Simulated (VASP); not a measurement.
# NiSb (P6_3/mmc) in VASP: notebook

NiSb is run at these levels: PBE; tasks: single point.

Everything below comes from runs of VASP 6.6.1. Logs are shortened: lines on timing, memory, paths and dates and some standing lists are left out, and cuts for length are marked.

## 1. The cell of the first run

It takes space group P6_3/mmc (No. 194, hexagonal). The conventional cell has a = 4.231 Å, b = 4.231 Å, c = 5.515 Å, α = 90.00°, β = 90.00°, γ = 120.00°. Within 3.6 Å of Ni (site symmetry -3m) lie 2 Ni at 2.76 Å and 6 Sb at 2.81 Å. Sb (site symmetry -6m2) has 6 Ni at 2.81 Å and 6 Sb at 3.68 Å within 3.7 Å.

## 2. Single point, PBE (21.38 Å³/atom)

File INCAR:

```
SYSTEM = NiSb
PREC = Accurate
ENCUT = 520
EDIFF = 1E-7
ISMEAR = -1
SIGMA = 0.05
LREAL = .False.
LASPH = .True.
NELM = 80
ALGO = Normal
ISIF = 2
LWAVE = .False.
LCHARG = .True.
GGA = PE
LELF = .True.
LVHAR = .True.
NBANDS = 23
```

File KPOINTS:

```
Automatic mesh
0
Gamma
  10 10 7
  0 0 0
```

File POSCAR:

```
NiSb
1.0
    4.2313097312      0.0000000000      0.0000000000
   -2.1156548656      3.6644217186      0.0000000000
    0.0000000000      0.0000000000      5.5153528065
Ni Sb
2 2
Direct
    0.0000000000      0.0000000000      0.0000000000
    0.0000000000      0.0000000000      0.5000000000
    0.3333333333      0.6666666667      0.2500000000
    0.6666666667      0.3333333333      0.7500000000
```

Potentials or basis: VASP PAW PBE potentials, release 64 (Ni, Sb).

On the command line:

```
$ cat potpaw_PBE.64/Ni/POTCAR potpaw_PBE.64/Sb/POTCAR > POTCAR
$ mpirun -np 1 vasp_std > vasp.out
```

OUTCAR:

```text
SYSTEM = NiSb
   PREC = Accurate
   ENCUT = 520
   EDIFF = 1E-7
   ISMEAR = -1
   LREAL = .False.
   LASPH = .True.
   NELM = 80
   ISIF = 2
   GGA = PE

 ion  position               nearest neighbor table
   1  0.000  0.000  0.000-   2 2.76   2 2.76   4 2.81   3 2.81   4 2.81   3 2.81   4 2.81   3 2.81

   2  0.000  0.000  0.500-   1 2.76   1 2.76   4 2.81   3 2.81   4 2.81   3 2.81   4 2.81   3 2.81

   3  0.333  0.667  0.250-   1 2.81   2 2.81   1 2.81   2 2.81   1 2.81   2 2.81   4 3.68   4 3.68
                             4 3.68   4 3.68   4 3.68   4 3.68
   4  0.667  0.333  0.750-   1 2.81   2 2.81   1 2.81   2 2.81   1 2.81   2 2.81   3 3.68   3 3.68
                             3 3.68   3 3.68   3 3.68   3 3.68

  LATTYP: Found a hexagonal cell.
 ALAT       =     4.2313097312
 C/A-ratio  =     1.3034623218

  Lattice vectors:

 A1 = (   4.2313097312,   0.0000000000,   0.0000000000)
 A2 = (  -2.1156548656,   3.6644217186,   0.0000000000)
 A3 = (   0.0000000000,   0.0000000000,   5.5153528065)

Analysis of symmetry for initial positions (statically):
=====================================================================
 Subroutine PRICEL returns:
 Original cell was already a primitive cell.

 Routine SETGRP: Setting up the symmetry group for a
 hexagonal supercell.

 Subroutine GETGRP returns: Found 24 space group operations
 (whereof 12 operations were pure point group operations)
 out of a pool of 24 trial point group operations.

The static configuration has the point symmetry D_3d.
 The point group associated with its full space group is D_6h.

Analysis of symmetry for dynamics (positions and initial velocities):
=====================================================================
 Subroutine PRICEL returns:
 Original cell was already a primitive cell.

 Routine SETGRP: Setting up the symmetry group for a
 hexagonal supercell.

 Subroutine GETGRP returns: Found 24 space group operations
 (whereof 12 operations were pure point group operations)
 out of a pool of 24 trial point group operations.

The dynamic configuration has the point symmetry D_3d.
 The point group associated with its full space group is D_6h.

 Subroutine INISYM returns: Found 24 space group operations
 (whereof 12 operations are pure point group operations),
 and found     1 'primitive' translations

----------------------------------------------------------------------------------------

                                     Primitive cell

  volume of cell :      85.5172

  direct lattice vectors                    reciprocal lattice vectors
     4.231309731  0.000000000  0.000000000     0.236333444  0.136447177  0.000000000
    -2.115654866  3.664421719  0.000000000     0.000000000  0.272894355  0.000000000
     0.000000000  0.000000000  5.515352807     0.000000000  0.000000000  0.181312064

  length of vectors
     4.231309731  4.231309731  5.515352807     0.272894355  0.272894355  0.181312064

  position of ions in fractional coordinates (direct lattice)
     0.000000000  0.000000000  0.000000000
     0.000000000  0.000000000  0.500000000
     0.333333333  0.666666667  0.250000000
     0.666666667  0.333333333  0.750000000

  ion indices of the primitive-cell ions
   primitive index   ion index
                 1           1
                 2           2
                 3           3
                 4           4

----------------------------------------------------------------------------------------

 KPOINTS: Automatic mesh

Automatic generation of k-mesh.
 Grid dimensions read from file:
 generate k-points for:   10   10    7

 Generating k-lattice:

  Cartesian coordinates                     Fractional coordinates (reciprocal lattice)
     0.023633344  0.013644718  0.000000000     0.100000000  0.000000000  0.000000000
     0.000000000  0.027289435  0.000000000     0.000000000  0.100000000  0.000000000
     0.000000000  0.000000000  0.025901723     0.000000000  0.000000000  0.142857143

  Length of vectors
     0.027289435  0.027289435  0.025901723

  Shift w.r.t. Gamma in fractional coordinates (k-lattice)
     0.000000000  0.000000000  0.000000000

 Subroutine IBZKPT returns following result:
 ===========================================

 Found     56 irreducible k-points:

 Following reciprocal coordinates:
            Coordinates               Weight
  0.000000  0.000000  0.000000      1.000000
  0.100000  0.000000  0.000000      6.000000
  0.200000  0.000000  0.000000      6.000000
  0.300000  0.000000  0.000000      6.000000
  0.400000 -0.000000  0.000000      6.000000
  0.500000  0.000000  0.000000      3.000000
[... 16 lines left out ...]
  0.300000  0.100000  0.142857     24.000000
  0.400000  0.100000  0.142857     24.000000
 [... further k-points ...]
   k-points           NKPTS =     56   k-points in BZ     NKDIM =     56   number of bands    NBANDS=     23
   number of dos      NEDOS =    301   number of ions     NIONS =      4
   total plane-waves  NPLWV =  43008
   dimension x,y,z NGX =    32 NGY =   32 NGZ =   42
   dimension x,y,z NGXF=    64 NGYF=   64 NGZF=   84
   ions per type =               2   2
   NGX,Y,Z   is equivalent  to a cutoff of  12.57, 12.57, 12.66 a.u.
   NGXF,Y,Z  is equivalent  to a cutoff of  25.15, 25.15, 25.32 a.u.
 SYSTEM =  NiSb
   PREC   = accura    normal or accurate (medium, high low for compatibility)
   ISTART =      0    job   : 0-new  1-cont  2-samecut
   ICHARG =      2    charge: 1-file 2-atom 10-const
   ISPIN  =      1    spin polarized calculation?
   LNONCOLLINEAR =      F non collinear calculations
   LSORBIT =      F    spin-orbit coupling
   LASPH  =      T    aspherical Exc in radial PAW
   ENCUT  =  520.0 eV  38.22 Ry    6.18 a.u.   7.87  7.87 10.25*2*pi/ulx,y,z
   NELM   =     80;   NELMIN=  2; NELMDL= -5     # of ELM steps
   EDIFF  = 0.1E-06   stopping-criterion for ELM
   LREAL  =      F    real-space projection
   EDIFFG = 0.1E-05   stopping-criterion for IOM
   NSW    =      0    number of steps for IOM
   IBRION =     -1    ionic relax: 0-MD 1-quasi-New 2-CG
   NFREE  =      0    steps in history (QN), initial steepest desc. (CG)
   ISIF   =      2    stress and relaxation
   ISYM   =      2    0-nonsym 1-usesym 2-fastsym
   POTIM  = 0.5000    time-step for ionic-motion
   TEBEG  =    0.0;   TEEND  =   0.0 temperature during run
   PSTRESS=    0.0 pullay stress
   NELECT =      30.0000    total number of electrons
   NUPDOWN=      -1.0000    fix difference up-down
   EMIN   =  10.00;   EMAX   =-10.00  energy-range for DOS
   EFERMI =   0.00;   METHOD = LEGACY
   ISMEAR =    -1;   SIGMA  =   0.05  broadening in eV -4-tet -1-fermi 0-gaus
   EFERMI_NEDOS =   21; number of points for ismear=-14 and -15
   IALGO  =     38    algorithm
   IMIX   =      4    mixing-type and parameters
     AMIX     =   0.40;   BMIX     =  1.00
     AMIX_MAG =   1.60;   BMIX_MAG =  1.00
  volume/ion in A,a.u.               =      21.38       144.27
  Fermi-wavevector in a.u.,A,eV,Ry     =   1.154598  2.181873 18.137873  1.333096
  Thomas-Fermi vector in A             =   2.291233
   LORBIT       =      0    0 simple, 1 ext, 2 COOP (PROOUT), +10 PAW based schemes
   GGA     = PE    functional components
   LHFCALC =     F    Hartree Fock is set to
   AEXX    =    0.0000 exact exchange contribution
   IVDW    =     0    specifies the selected vdW correction
   LEPSILON=     F    determine dielectric tensor
   LRPA    =     F    only Hartree local field effects (RPA)
 non-spin polarized calculation
  energy-cutoff  :      520.00
  volume of cell :       85.52
 maximum number of plane-waves:      2336
 NGX is ok and might be reduce to    32
   NGX = 15   NGY = 15   NGZ = 21

 number of electron      30.0000000 magnetization

 Free energy of the ion-electron system (eV)
  ---------------------------------------------------
  ext. energy  EPLUGINS =         0.00000000
  ---------------------------------------------------
  free energy    TOTEN  =       -19.56090033 eV

  energy without entropy =      -19.53318549  energy(sigma->0) =      -19.54704291

 E-fermi :   7.0048     XC(G=0): -10.4532

 val. band max:        7.0030061987   @ k =   0.5000   0.0000   0.4286
 cond. band min:       7.0081588137   @ k =   0.1000   0.0000   0.1429
 fundamental gap:      0.0051526150
 Fermi energy:         7.0047651234

 k-point     1 :       0.0000    0.0000    0.0000
  band No.  band energies     occupation
      1      -4.2649      2.00000
      2      -1.0575      2.00000
      3       2.1456      2.00000
      4       4.1349      2.00000
      5       4.1349      2.00000
      6       4.8032      2.00000
[... 15 lines left out ...]
     22      12.9692      0.00000
     23      14.4154      0.00000

 k-point     2 :       0.1000    0.0000    0.0000
  band No.  band energies     occupation
      1      -4.1668      2.00000
      2      -1.0605      2.00000
      3       2.2621      2.00000
      4       4.1124      2.00000
      5       4.1531      2.00000
      6       4.7460      2.00000
[... 15 lines left out ...]
     22      13.1775      0.00000
     23      13.4989      0.00000

 k-point     3 :       0.2000    0.0000    0.0000
  band No.  band energies     occupation
      1      -3.8785      2.00000
      2      -1.0914      2.00000
      3       2.6057      2.00000
      4       3.8996      2.00000
      5       4.2070      2.00000
      6       4.4680      2.00000
[... 15 lines left out ...]
     22      13.2675      0.00000
     23      13.8073      0.00000
[... 495 lines left out ...]
 k-point    23 :       0.3000    0.1000    0.1429
  band No.  band energies     occupation
      1      -3.0121      2.00000
      2      -1.4378      2.00000
      3       2.5428      2.00000
      4       3.3978      2.00000
      5       4.2272      2.00000
      6       4.5244      2.00000
[... 15 lines left out ...]
     22      14.1279      0.00000
     23      14.2887      0.00000

 k-point    24 :       0.4000    0.1000    0.1429
  band No.  band energies     occupation
      1      -2.4843      2.00000
      2      -1.7082      2.00000
      3       2.0730      2.00000
      4       3.6324      2.00000
      5       4.1617      2.00000
      6       4.4989      2.00000
[... 15 lines left out ...]
     22      14.4054      0.00000
     23      15.6854      0.00000

 [... further k-points ...]

------------------------ aborting loop because EDIFF is reached ----------------------------------------

  FORCE on cell =-STRESS in cart. coord.  units (eV):
  Direction    XX          YY          ZZ          XY          YZ          ZX
  --------------------------------------------------------------------------------------
  -------------------------------------------------------------------------------------
  Total       -7.1392523     -7.1392523     -7.1170715     -0.0000000      0.0000000      0.0000000
  in kB     -133.7549145   -133.7549145   -133.3393539     -0.0000000      0.0000000      0.0000000
  external PRESSURE =    -133.6163943 kB  Pullay stress =       0.0000000 kB

 VOLUME and BASIS-vectors are now :
 -----------------------------------------------------------------------------
  energy-cutoff  :      520.00
  volume of cell :       85.52
      direct lattice vectors                 reciprocal lattice vectors
     4.231309731  0.000000000  0.000000000     0.236333444  0.136447177  0.000000000
    -2.115654866  3.664421719  0.000000000     0.000000000  0.272894355  0.000000000
     0.000000000  0.000000000  5.515352807     0.000000000  0.000000000  0.181312064

 POSITION                                       TOTAL-FORCE (eV/Angst)
 -----------------------------------------------------------------------------------
      0.00000      0.00000      0.00000         0.000000      0.000000     -0.000000
      0.00000      0.00000      2.75768         0.000000      0.000000     -0.000000
     -0.00000      2.44295      1.37884        -0.000000      0.000000     -0.000000
      2.11565      1.22147      4.13651         0.000000     -0.000000      0.000000
 -----------------------------------------------------------------------------------
    total drift:                                0.000000     -0.000000      0.000000

  FREE ENERGIE OF THE ION-ELECTRON SYSTEM (eV)
  ---------------------------------------------------
  free  energy   TOTEN  =       -19.5609003326 eV

  energy  without entropy=      -19.5331854924  energy(sigma->0) =      -19.54704291
```

It took 2.6 min on 1 thread of AMD EPYC 7R13, shared host; peak memory 0.23 GiB.

What came out:

```yaml
Free_energy: -19.5609 eV
Pressure: -13.4 GPa
Band_gap_on_the_k_mesh: zero (bands 15 and 16 overlap by 2.24 eV)
```

Caveat: the cell stands under tension; spin-orbit coupling is left out, which moves the levels of the heavy elements.

[end of part 1 of 2]
